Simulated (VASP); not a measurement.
# V (Im-3m) in VASP: further runs, part 2 of 2

VASP 6.6.1.

**4. Single point, r2SCAN, collinear spin, ferromagnetic start**

Contents of POSCAR:

```
V
1.0
    3.0260000000      0.0000000000      0.0000000000
    0.0000000000      3.0260000000      0.0000000000
    0.0000000000      0.0000000000      3.0260000000
V
2
Direct
    0.0000000000      0.0000000000      0.0000000000
    0.5000000000      0.5000000000      0.5000000000
```

Contents of INCAR.step1:

```
  PREC = Accurate
  ENCUT = 550
  ISMEAR = -1
  SIGMA = 0.1
  LREAL = False
  LASPH = True
  NELM = 200
  ISPIN = 2
  MAGMOM = 2 2
  LMAXMIX = 4
  NBANDS = 24
  GGA = PE
  ALGO = Normal
  EDIFF = 1E-5
  LWAVE = True
  LCHARG = False
  GGA_COMPAT = False
```

Contents of INCAR.step2:

```
  PREC = Accurate
  ENCUT = 550
  EDIFF = 1E-6
  ISMEAR = -1
  SIGMA = 0.1
  LREAL = False
  LASPH = True
  NELM = 200
  ALGO = Normal
  ISIF = 2
  LWAVE = False
  LCHARG = False
  ISPIN = 2
  MAGMOM = 2 2
  LORBIT = 11
  LMAXMIX = 4
  METAGGA = R2SCAN
  LMIXTAU = True
  NBANDS = 24
  ISTART = 1
  GGA_COMPAT = False
```

Contents of KPOINTS:

```
Automatic mesh
0
Gamma
  10 10 10
```

Potentials or basis: VASP PAW PBE potentials, release 64 (V_sv).

Launch:

```
cat potpaw_PBE.64/V_sv/POTCAR > POTCAR
cp INCAR.step1 INCAR
mpirun -np 1 vasp_std > vasp.out
cp INCAR.step2 INCAR
mpirun -np 1 vasp_std > vasp.out
```

OUTCAR:

```text
PREC = Accurate
   ENCUT = 550
   EDIFF = 1E-6
   ISMEAR = -1
   LREAL = False
   LASPH = True
   NELM = 200
   ISIF = 2
   ISPIN = 2
   LORBIT = 11
   METAGGA = R2SCAN
   ISTART = 1

 ion  position               nearest neighbor table
   1  0.000  0.000  0.000-   2 2.62   2 2.62   2 2.62   2 2.62   2 2.62   2 2.62   2 2.62   2 2.62

   2  0.500  0.500  0.500-   1 2.62   1 2.62   1 2.62   1 2.62   1 2.62   1 2.62   1 2.62   1 2.62

  LATTYP: Found a simple cubic cell.
 ALAT       =     3.0260000000

  Lattice vectors:

 A1 = (   3.0260000000,   0.0000000000,   0.0000000000)
 A2 = (   0.0000000000,   3.0260000000,   0.0000000000)
 A3 = (   0.0000000000,   0.0000000000,   3.0260000000)

Analysis of symmetry for initial positions (statically):
=====================================================================
 Subroutine PRICEL returns following result:

  LATTYP: Found a body centered cubic cell.
 ALAT       =     3.0260000000
[... 12 lines left out ...]
 Subroutine GETGRP returns: Found 48 space group operations
 (whereof 48 operations were pure point group operations)
 out of a pool of 48 trial point group operations.

The static configuration has the point symmetry O_h .

Analysis of symmetry for dynamics (positions and initial velocities):
=====================================================================
 Subroutine PRICEL returns following result:

  LATTYP: Found a body centered cubic cell.
 ALAT       =     3.0260000000
[... 12 lines left out ...]
 Subroutine GETGRP returns: Found 48 space group operations
 (whereof 48 operations were pure point group operations)
 out of a pool of 48 trial point group operations.

The dynamic configuration has the point symmetry O_h .

Analysis of structural, dynamic, and magnetic symmetry:
=====================================================================
 Subroutine PRICEL returns following result:

  LATTYP: Found a body centered cubic cell.
 ALAT       =     3.0260000000
[... 12 lines left out ...]
 Subroutine GETGRP returns: Found 48 space group operations
 (whereof 48 operations were pure point group operations)
 out of a pool of 48 trial point group operations.

The overall configuration has the point symmetry O_h .

 Subroutine INISYM returns: Found 48 space group operations
 (whereof 48 operations are pure point group operations),
 and found     2 'primitive' translations

----------------------------------------------------------------------------------------

                                     Primitive cell

  volume of cell :      13.8541

  direct lattice vectors                    reciprocal lattice vectors
     1.513000000  1.513000000 -1.513000000     0.330469266  0.330469266  0.000000000
    -1.513000000  1.513000000  1.513000000    -0.000000000  0.330469266  0.330469266
     1.513000000 -1.513000000  1.513000000     0.330469266  0.000000000  0.330469266

  length of vectors
     2.620592872  2.620592872  2.620592872     0.467354118  0.467354118  0.467354118

  position of ions in fractional coordinates (direct lattice)
     0.000000000  0.000000000  0.000000000

  ion indices of the primitive-cell ions
   primitive index   ion index
                 1           1

[... 55 lines left out ...]
   total plane-waves  NPLWV =  13824
   dimension x,y,z NGX =    24 NGY =   24 NGZ =   24
   dimension x,y,z NGXF=    48 NGYF=   48 NGZF=   48
   ions per type =               2
   NGX,Y,Z   is equivalent  to a cutoff of  13.19, 13.19, 13.19 a.u.
   NGXF,Y,Z  is equivalent  to a cutoff of  26.37, 26.37, 26.37 a.u.
 SYSTEM =  unknown system
   PREC   = accura    normal or accurate (medium, high low for compatibility)
   ISTART =      1    job   : 0-new  1-cont  2-samecut
   ICHARG =      0    charge: 1-file 2-atom 10-const
   ISPIN  =      2    spin polarized calculation?
   LNONCOLLINEAR =      F non collinear calculations
   LSORBIT =      F    spin-orbit coupling
   LASPH  =      T    aspherical Exc in radial PAW
   ENCUT  =  550.0 eV  40.42 Ry    6.36 a.u.   5.79  5.79  5.79*2*pi/ulx,y,z
   NELM   =    200;   NELMIN=  2; NELMDL=  0     # of ELM steps
   EDIFF  = 0.1E-05   stopping-criterion for ELM
   LREAL  =      F    real-space projection
   EDIFFG = 0.1E-04   stopping-criterion for IOM
   NSW    =      0    number of steps for IOM
   IBRION =     -1    ionic relax: 0-MD 1-quasi-New 2-CG
   NFREE  =      0    steps in history (QN), initial steepest desc. (CG)
   ISIF   =      2    stress and relaxation
   ISYM   =      2    0-nonsym 1-usesym 2-fastsym
   POTIM  = 0.5000    time-step for ionic-motion
   TEBEG  =    0.0;   TEEND  =   0.0 temperature during run
   PSTRESS=    0.0 pullay stress
   NELECT =      26.0000    total number of electrons
   NUPDOWN=      -1.0000    fix difference up-down
   EMIN   =  10.00;   EMAX   =-10.00  energy-range for DOS
   EFERMI =   0.00;   METHOD = LEGACY
   ISMEAR =    -1;   SIGMA  =   0.10  broadening in eV -4-tet -1-fermi 0-gaus
   EFERMI_NEDOS =   21; number of points for ismear=-14 and -15
   IALGO  =     38    algorithm
   IMIX   =      4    mixing-type and parameters
     AMIX     =   0.40;   BMIX     =  1.00
     AMIX_MAG =   1.60;   BMIX_MAG =  1.00
  volume/ion in A,a.u.               =      13.85        93.49
  Fermi-wavevector in a.u.,A,eV,Ry     =   1.602742  3.028744 34.950411  2.568783
  Thomas-Fermi vector in A             =   2.699515
   LORBIT       =     11    0 simple, 1 ext, 2 COOP (PROOUT), +10 PAW based schemes
   METAGGA = R2SCAN    functional components
   LHFCALC =     F    Hartree Fock is set to
   AEXX    =    0.0000 exact exchange contribution
   IVDW    =     0    specifies the selected vdW correction
   LEPSILON=     F    determine dielectric tensor
   LRPA    =     F    only Hartree local field effects (RPA)
 spin polarized calculation
  energy-cutoff  :      550.00
  volume of cell :       27.71
 maximum number of plane-waves:       840
 NGX is ok and might be reduce to    24
   NGX = 11   NGY = 11   NGZ = 11

 number of electron      25.9999991 magnetization       0.0002499

 Free energy of the ion-electron system (eV)
  ---------------------------------------------------
  ext. energy  EPLUGINS =         0.00000000
  ---------------------------------------------------
  free energy    TOTEN  =       -28.29030194 eV

  energy without entropy =      -28.17896310  energy(sigma->0) =      -28.23463252

 E-fermi :   9.3308     XC(G=0): -13.8966

 val. band max:        9.3245013779   @ k =   0.3000   0.1000   0.1000
 cond. band min:       9.3325401795   @ k =   0.5000   0.4000   0.2000
 fundamental gap:      0.0080388016
 Fermi energy:         9.3307679054

 spin component 1

 k-point     1 :       0.0000    0.0000    0.0000
  band No.  band energies     occupation
      1     -57.0432      1.00000
      2     -56.7311      1.00000
      3     -29.8215      1.00000
      4     -29.8215      1.00000
      5     -29.8215      1.00000
      6     -29.2379      1.00000
[... 637 lines left out ...]
     23      27.0131      0.00000
     24      27.7695      0.00000

 [... further k-points ...]

 spin component 2

 k-point     1 :       0.0000    0.0000    0.0000
  band No.  band energies     occupation
      1     -57.0430      1.00000
      2     -56.7310      1.00000
      3     -29.8213      1.00000
      4     -29.8213      1.00000
      5     -29.8213      1.00000
      6     -29.2378      1.00000
[... 637 lines left out ...]
     23      27.0132      0.00000
     24      27.7695      0.00000

 [... further k-points ...]
[... 5 lines left out ...]
  --------------------------------------------------------------------------------------
  -------------------------------------------------------------------------------------
  Total       -1.1770877     -1.1770877     -1.1770877      0.0000000      0.0000000      0.0000000
  in kB      -68.0632447    -68.0632447    -68.0632447      0.0000000      0.0000000      0.0000000
  external PRESSURE =     -68.0632447 kB  Pullay stress =       0.0000000 kB

 VOLUME and BASIS-vectors are now :
 -----------------------------------------------------------------------------
  energy-cutoff  :      550.00
  volume of cell :       27.71
      direct lattice vectors                 reciprocal lattice vectors
     3.026000000  0.000000000  0.000000000     0.330469266  0.000000000  0.000000000
     0.000000000  3.026000000  0.000000000     0.000000000  0.330469266  0.000000000
     0.000000000  0.000000000  3.026000000     0.000000000  0.000000000  0.330469266

 POSITION                                       TOTAL-FORCE (eV/Angst)
 -----------------------------------------------------------------------------------
      0.00000      0.00000      0.00000         0.000000     -0.000000      0.000000
      1.51300      1.51300      1.51300        -0.000000      0.000000     -0.000000
 -----------------------------------------------------------------------------------
    total drift:                                0.000000      0.000000     -0.000000

  FREE ENERGIE OF THE ION-ELECTRON SYSTEM (eV)
  ---------------------------------------------------
  free  energy   TOTEN  =       -28.2903019445 eV

  energy  without entropy=      -28.1789630961  energy(sigma->0) =      -28.23463252

 total charge

# of ion       s       p       d       tot
------------------------------------------
    1        2.330   6.228   3.013  11.571
    2        2.330   6.228   3.013  11.571
--------------------------------------------------
tot          4.660  12.455   6.027  23.143

 magnetization (x)

# of ion       s       p       d       tot
------------------------------------------
    1        0.000   0.000   0.000   0.000
    2        0.000   0.000   0.000   0.000
--------------------------------------------------
tot          0.000   0.000   0.000   0.000
```

Wall time 4.6 min (1 thread of Intel Xeon 8259CL, shared host); peak memory 0.19 GiB.

What came out:

- Free energy: -28.2903 eV
- Pressure: -6.8 GPa
- Band gap on the k mesh: zero (filled and empty bands overlap)
- Net moment: 0.00 μB per cell
- Valence electrons inside the program's atomic spheres: V 11.57

Caveat: the PAW data sets were made with another functional, which shifts forces and pressure a little.

**5. Single point, r2SCAN, collinear spin, antiferromagnetic start**

POSCAR is that of step 4.

Contents of INCAR.step1:

```
PREC = Accurate
ENCUT = 550
ISMEAR = -1
SIGMA = 0.1
LREAL = False
LASPH = True
NELM = 200
ISPIN = 2
MAGMOM = 2 -2
LMAXMIX = 4
NBANDS = 24
GGA = PE
ALGO = Normal
EDIFF = 1E-5
LWAVE = True
LCHARG = False
GGA_COMPAT = False
```

Contents of INCAR.step2:

```
PREC = Accurate
ENCUT = 550
EDIFF = 1E-6
ISMEAR = -1
SIGMA = 0.1
LREAL = False
LASPH = True
NELM = 200
ALGO = Normal
ISIF = 2
LWAVE = False
LCHARG = False
ISPIN = 2
MAGMOM = 2 -2
LORBIT = 11
LMAXMIX = 4
METAGGA = R2SCAN
LMIXTAU = True
NBANDS = 24
ISTART = 1
GGA_COMPAT = False
```

Contents of KPOINTS:

```
regular mesh
0
Gamma
  10 10 10
```

Launch:

```
cat potpaw_PBE.64/V_sv/POTCAR > POTCAR
cp INCAR.step1 INCAR
mpirun -np 1 vasp_std > vasp.out
cp INCAR.step2 INCAR
mpirun -np 1 vasp_std > vasp.out
```

Run time: 3.6 min. Hardware: 1 thread of Intel Xeon 8259CL, shared host; peak memory 0.19 GiB.

The run converged. Its results:

| Property | Result |
| --- | --- |
| Free energy | -28.2903 eV |
| Pressure | -6.8 GPa |
| Band gap on the k mesh | zero (filled and empty bands overlap) |
| Net moment | 0.00 μB per cell |
| Valence electrons inside the program's atomic spheres | V 11.57 |

Levels at points of the mesh, in eV from the Fermi level:
Spin up:
```tsv
k point	band 11	band 12	band 13	band 14	band 15	band 16
(0.00, 0.00, 0.00)	-2.99	0.46	0.46	0.46	2.57	2.57
(0.50, 0.00, 0.00)	-0.48	-0.48	0.86	0.86	0.86	0.86
(0.50, 0.50, 0.00)	-1.11	-1.11	1.39	1.39	2.54	2.54
(0.50, 0.50, 0.50)	-1.20	-1.20	-1.20	-1.20	2.99	2.99
```
Spin down:
```csv
k point,band 11,band 12,band 13,band 14,band 15,band 16
"(0.00, 0.00, 0.00)",-2.99,0.46,0.46,0.46,2.57,2.57
"(0.50, 0.00, 0.00)",-0.48,-0.48,0.86,0.86,0.86,0.86
"(0.50, 0.50, 0.00)",-1.11,-1.11,1.39,1.39,2.54,2.54
"(0.50, 0.50, 0.50)",-1.20,-1.20,-1.20,-1.20,2.99,2.99
```

Caveat: the PAW data sets were made with another functional, which shifts forces and pressure a little.

**6. Single point, r2SCAN, collinear spin, ferromagnetic start**

POSCAR is that of step 5.

Contents of INCAR.step1:

```
PREC = Accurate ; ENCUT = 550
ISMEAR = -1 ; SIGMA = 0.1
LREAL = False ; LASPH = True
NELM = 200 ; ISPIN = 2
MAGMOM = 3 3 ; LMAXMIX = 4
NBANDS = 24 ; GGA = PE
ALGO = Normal ; EDIFF = 1E-5
LWAVE = True ; LCHARG = False
GGA_COMPAT = False
```

Contents of INCAR.step2:

```
PREC = Accurate ; ENCUT = 550
EDIFF = 1E-6 ; ISMEAR = -1
SIGMA = 0.1 ; LREAL = False
LASPH = True ; NELM = 200
ALGO = Normal ; ISIF = 2
LWAVE = False ; LCHARG = True
ISPIN = 2 ; MAGMOM = 3 3
LORBIT = 11 ; LMAXMIX = 4
METAGGA = R2SCAN ; LMIXTAU = True
LELF = True ; LVHAR = True
NBANDS = 24 ; ISTART = 1
GGA_COMPAT = False
```

Contents of KPOINTS:

```
Automatic mesh
0
Gamma
  10 10 10
```

Potentials or basis: VASP PAW PBE potentials, release 64 (V_sv).

Launch:

```
cat potpaw_PBE.64/V_sv/POTCAR > POTCAR
cp INCAR.step1 INCAR
mpirun -np 1 vasp_std > vasp.out
cp INCAR.step2 INCAR
mpirun -np 1 vasp_std > vasp.out
```

OUTCAR:

```text
PREC = Accurate
   ENCUT = 550
   EDIFF = 1E-6
   ISMEAR = -1
   LREAL = False
   LASPH = True
   NELM = 200
   ISIF = 2
   ISPIN = 2
   LORBIT = 11
   METAGGA = R2SCAN
   ISTART = 1

 ion  position               nearest neighbor table
   1  0.000  0.000  0.000-   2 2.62   2 2.62   2 2.62   2 2.62   2 2.62   2 2.62   2 2.62   2 2.62

   2  0.500  0.500  0.500-   1 2.62   1 2.62   1 2.62   1 2.62   1 2.62   1 2.62   1 2.62   1 2.62

  LATTYP: Found a simple cubic cell.
 ALAT       =     3.0260000000

  Lattice vectors:

 A1 = (   3.0260000000,   0.0000000000,   0.0000000000)
 A2 = (   0.0000000000,   3.0260000000,   0.0000000000)
 A3 = (   0.0000000000,   0.0000000000,   3.0260000000)

Analysis of symmetry for initial positions (statically):
=====================================================================
 Subroutine PRICEL returns following result:

  LATTYP: Found a body centered cubic cell.
 ALAT       =     3.0260000000
[... 12 lines left out ...]
 Subroutine GETGRP returns: Found 48 space group operations
 (whereof 48 operations were pure point group operations)
[... 856 lines left out ...]

 k-point     1 :       0.0000    0.0000    0.0000
  band No.  band energies     occupation
      1     -57.0430      1.00000
      2     -56.7310      1.00000
      3     -29.8213      1.00000
      4     -29.8213      1.00000
      5     -29.8213      1.00000
      6     -29.2378      1.00000
[... 637 lines left out ...]
     23      27.0132      0.00000
     24      27.7695      0.00000

 [... further k-points ...]
[... 5 lines left out ...]
  --------------------------------------------------------------------------------------
  -------------------------------------------------------------------------------------
  Total       -1.1771023     -1.1771023     -1.1771023     -0.0000000      0.0000000      0.0000000
  in kB      -68.0640869    -68.0640869    -68.0640869     -0.0000000      0.0000000      0.0000000
  external PRESSURE =     -68.0640869 kB  Pullay stress =       0.0000000 kB

 VOLUME and BASIS-vectors are now :
 -----------------------------------------------------------------------------
  energy-cutoff  :      550.00
  volume of cell :       27.71
      direct lattice vectors                 reciprocal lattice vectors
     3.026000000  0.000000000  0.000000000     0.330469266  0.000000000  0.000000000
     0.000000000  3.026000000  0.000000000     0.000000000  0.330469266  0.000000000
     0.000000000  0.000000000  3.026000000     0.000000000  0.000000000  0.330469266

 POSITION                                       TOTAL-FORCE (eV/Angst)
 -----------------------------------------------------------------------------------
      0.00000      0.00000      0.00000        -0.000000      0.000000     -0.000000
      1.51300      1.51300      1.51300         0.000000     -0.000000      0.000000
 -----------------------------------------------------------------------------------
    total drift:                                0.000000      0.000000     -0.000000

  FREE ENERGIE OF THE ION-ELECTRON SYSTEM (eV)
  ---------------------------------------------------
  free  energy   TOTEN  =       -28.2903019440 eV

  energy  without entropy=      -28.1789631000  energy(sigma->0) =      -28.23463252

 total charge

# of ion       s       p       d       tot
------------------------------------------
    1        2.330   6.228   3.013  11.571
    2        2.330   6.228   3.013  11.571
--------------------------------------------------
tot          4.660  12.455   6.027  23.143

 magnetization (x)

# of ion       s       p       d       tot
------------------------------------------
    1        0.000   0.000   0.000   0.000
    2        0.000   0.000   0.000   0.000
--------------------------------------------------
tot          0.000   0.000   0.000   0.000
```

OSZICAR.step1:

```text
N       E                     dE             d eps       ncg     rms          rms(c)
DAV:   1     0.302997660201E+03    0.30300E+03   -0.14974E+04  5376   0.132E+03
DAV:   2    -0.101133869194E+02   -0.31311E+03   -0.30292E+03  5504   0.421E+02
DAV:   3    -0.181253043446E+02   -0.80119E+01   -0.79790E+01  6152   0.788E+01
DAV:   4    -0.181772805390E+02   -0.51976E-01   -0.51974E-01  6000   0.674E+00
DAV:   5    -0.181780193215E+02   -0.73878E-03   -0.73878E-03  6144   0.741E-01    0.305E+01
DAV:   6    -0.178237196755E+02    0.35430E+00   -0.66473E+00  5704   0.276E+01    0.580E+00
DAV:   7    -0.180035587193E+02   -0.17984E+00   -0.65214E-01  5864   0.696E+00    0.476E+00
DAV:   8    -0.180330536141E+02   -0.29495E-01   -0.22238E-02  5608   0.159E+00    0.118E+00
DAV:   9    -0.180314445450E+02    0.16091E-02   -0.46664E-03  5936   0.674E-01    0.488E-01
DAV:  10    -0.180317287276E+02   -0.28418E-03   -0.36474E-03  5784   0.490E-01    0.890E-02
DAV:  11    -0.180319096002E+02   -0.18087E-03   -0.19552E-04  5736   0.134E-01    0.368E-02
DAV:  12    -0.180319282725E+02   -0.18672E-04   -0.18011E-05  3952   0.307E-02    0.858E-03
DAV:  13    -0.180319289290E+02   -0.65647E-06   -0.23625E-06  2864   0.144E-02
   1 F= -.18031929E+02 E0= -.17972840E+02  d E =-.118177E+00  mag=     0.0006
```

Wall time 3.7 min (1 thread of Intel Xeon 8259CL, shared host); peak memory 0.19 GiB.

What came out:

- Free energy: -28.2903 eV
- Pressure: -6.8 GPa
- Band gap on the k mesh: zero (filled and empty bands overlap)
- Net moment: 0.00 μB per cell
- Valence electrons inside the program's atomic spheres: V 11.57

Caveat: the PAW data sets were made with another functional, which shifts forces and pressure a little.

**7. Summary**

| spin | gap on the mesh (eV) | pressure (GPa) | moment (μB) |
| --- | --- | --- | --- |
| off | none | -6.8 | - |
| collinear, zero start | none | -6.8 | 0.00 |
| collinear, ferromagnetic start | none | -6.8 | 0.00 |
| collinear, antiferromagnetic start | none | -6.8 | 0.00 |

Alike in all rows: task single point; level r2SCAN; potentials or basis VASP PAW PBE potentials, release 64 (V_sv); cell as given; k mesh 10 × 10 × 10; cutoff (eV) 550; smearing fermi-dirac 0.1 eV.

Every run on the cell as given and a fine mesh finds a metal.

Caveats: the PAW data sets were made with another functional, which shifts forces and pressure a little.

Absolute energies hang on the potentials; compare differences alone.
